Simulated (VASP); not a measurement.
# Ca4O3 (a cell with a defect): single point with PBEsol+D3(BJ)

System: Ca4O3 (a cell with a defect).

```
O Ca
1.0
     0.00000    4.76760    4.76760
     4.76760    0.00000    4.76760
     4.76760    4.76760    0.00000
O Ca
6 8
Direct
  0.24832 0.71200 0.77699
  0.74253 0.26600 0.76488
  0.25024 0.24611 0.73867
  0.72011 0.76947 0.28106
  0.26553 0.27213 0.21930
  0.77469 0.75689 0.72322
  0.98223 0.99481 0.01123
  0.51977 0.49765 0.49776
  0.00097 0.02660 0.47730
  0.48201 0.53255 0.98481
  0.01874 0.49591 0.98904
  0.47132 0.99766 0.51447
  0.50834 0.02370 0.98388
  0.99695 0.52597 0.48228
```

```json
{
 "Program": "VASP 6.6.1",
 "Task": "single point",
 "Functional": "PBEsol",
 "Dispersion": "D3(BJ)",
 "Potentials or basis": "VASP PAW PBE potentials, release 64 (O, Ca_sv)",
 "Cutoff": "520 eV",
 "k mesh": "2 × 2 × 2, shifted",
 "Occupations": "methfessel-paxton, width 0.05 eV",
 "Spin": "no spin polarisation"
}
```

The largest force is 2.167 eV/Å and the dispersion energy per atom is -0.284 eV.

Forces in eV/Å, atoms in the order of the input:
```
O    0.529 -1.390  1.576
O   -0.904 -0.167  0.288
O    0.443  0.349  0.013
O   -1.383 -0.357  0.315
O    0.547  0.356 -1.009
O    0.883 -0.224  0.112
Ca  -0.769 -1.577  0.684
Ca   1.270  0.342 -0.631
Ca   0.958  1.740 -0.775
Ca  -1.350  0.832  0.348
Ca  -0.310 -1.176  0.022
Ca   0.257  0.130  0.075
Ca  -0.382  0.071  0.269
Ca   0.213  1.070 -1.287
```

Levels at points of the mesh, in eV from the Fermi level:
```
           k point  band 55  band 56  band 57  band 58  band 59  band 60
(0.25, 0.25, 0.25)    -2.30    -2.10    -0.58     0.59     1.63     1.76
```

It took 4.5 min on 1 thread of AMD EPYC 9R45 96-Core Processor (Zen 5), with other jobs on the host, peak memory 0.41 GiB.

Caveat: the k points lie up to 0.57 Å⁻¹ apart; the cell carries a net charge on a neutralising background, which shifts energy and pressure; the cell is charged against a uniform background, so pressure and absolute levels hang on convention; three body term missing; the PAW data sets were made with another functional, which shifts forces and pressure a little.
